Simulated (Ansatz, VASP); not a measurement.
**BaTiO3: VASP beside Ansatz**

File INCAR:

```
ALGO = Normal
EDIFF = 1E-6
ENCUT = 910
GGA = PE
GGA_COMPAT = F
ISIF = 2
ISMEAR = -1
LASPH = T
LCHARG = F
LREAL = F
LWAVE = F
NBANDS = 28
NELM = 120
PREC = Accurate
SIGMA = 0.02
```

File KPOINTS:

```
k-points
0
Gamma
  6 6 6
```

The input POSCAR:

```
BaTiO3
1.0
    3.8782201961      0.0000000000      0.0000000000
    0.0000000000      3.8782201961      0.0000000000
    0.0000000000      0.0000000000      4.0147687457
Ba Ti O
1 1 3
Direct
    0.0000000000      0.0000000000      0.0012632189
    0.5000000000      0.5000000000      0.4865967829
    0.5000000000      0.5000000000      0.0232325493
    0.5000000000      0.0000000000      0.5159537245
    0.0000000000      0.5000000000      0.5159537245
```

Input for Ansatz:

```yaml
crystal:
  lattice:
    - [3.8782201961, 0.0, 0.0]
    - [0.0, 3.8782201961, 0.0]
    - [0.0, 0.0, 4.0147687457]
  atoms:
    - { symbol: Ba, position: [0.0, 0.0, 0.0012632189] }
    - { symbol: Ti, position: [0.5, 0.5, 0.4865967829] }
    - { symbol: O, position: [0.5, 0.5, 0.0232325493] }
    - { symbol: O, position: [0.5, 0.0, 0.5159537245] }
    - { symbol: O, position: [0.0, 0.5, 0.5159537245] }
kpoints:
  mp_grid: { grid: [6, 6, 6] }
  band_path:
    path:
      - [0.0, 0.0, 0.0]
      - [0.0, 0.5, 0.0]
      - [0.5, 0.5, 0.0]
      - [0.0, 0.0, 0.5]
      - [0.0, 0.5, 0.5]
      - [0.5, 0.5, 0.5]
      - [-0.5, -0.5, 0.489583]
    npoints: 1
hamiltonian:
  xc: pbe
scf:
  occupations: { method: fermi_dirac, width: 0.02 }
  n_extra_bands: 5
output:
  forces: true
  stress: true
  eigenvalues: true
```

Change from the starting cell: hydrostatic strain -2.4%.

Alike in both runs: task single point; functional PBE; k mesh 6 × 6 × 6; occupations fermi-dirac, width 0.02 eV; no spin polarisation.

```csv
,VASP,Ansatz
version,VASP 6.6.1,Ansatz 0.2.0
potentials or method,"VASP PAW PBE potentials, release 64 (Ba_sv, Ti_sv, O_h)","plane waves, PAW"
plane-wave cutoff (eV),910,420
valence electrons in the cell,40,40
```

VASP gave:

| Item | Value |
| --- | --- |
| gap on the k mesh at the Fermi level (eV) | 1.90 |
| rms of the force components (eV/Å) | 0.029 |

Q: Which values does Ansatz return?

A: gap on the k mesh at the Fermi level (eV): 1.96; rms of the force components (eV/Å): 0.027.

Atom by atom the forces differ by 0.011 eV/Å (rms over components). The functional is the same, so the differences come from potentials, cutoffs and numerics.

Neither program's run includes spin-orbit coupling. Noted on VASP's run: the cutoff is short for stress, so the pressure is rough.
